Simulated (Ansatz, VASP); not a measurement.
FeS2 in VASP and in Ansatz

```
Fe S
1.0
     4.43081    0.00000    0.00000
     0.00000    5.40056    0.00000
     0.00000    0.00000    3.37924
Fe S
2 4
Cartesian
  2.2154 2.7003 1.6896
  0.0000 0.0000 0.0000
  1.3250 4.7408 1.6896
  3.1058 0.6597 1.6896
  0.8904 2.0406 0.0000
  3.5404 3.3600 0.0000
```

Alike in both runs: task single point; functional PBE; k mesh 2 × 2 × 2; no spin polarisation.

|  | VASP | Ansatz |
| --- | --- | --- |
| version | VASP 6.6.1 | Ansatz 0.2.0 |
| potentials or method | VASP PAW PBE potentials, release 64 (Fe, S) | plane waves |
| plane-wave cutoff (eV) | 600 | 420 |
| occupations | gaussian, width 0.01 eV | fixed |
| valence electrons in the cell | 40 | 56 |

Ansatz gave:

* gap on the k mesh at the Fermi level (eV): 0.96
* pressure (GPa): 1.0
* traceless stress, the component that is largest in VASP (GPa): 3.10
* rms of the force components (eV/Å): 0.199

Q: Estimate VASP's values.

A: gap on the k mesh at the Fermi level (eV): 0.93; pressure (GPa): 1.2; traceless stress, the component that is largest in VASP (GPa): 3.23; rms of the force components (eV/Å): 0.162.

Atom by atom the forces differ by 0.037 eV/Å (rms over components). VASP's potentials hold 40 valence electrons a cell and Ansatz's 56, so a difference there can come from the potentials and not from the codes.

The k mesh is coarse, so the values compare programs but aren't converged.
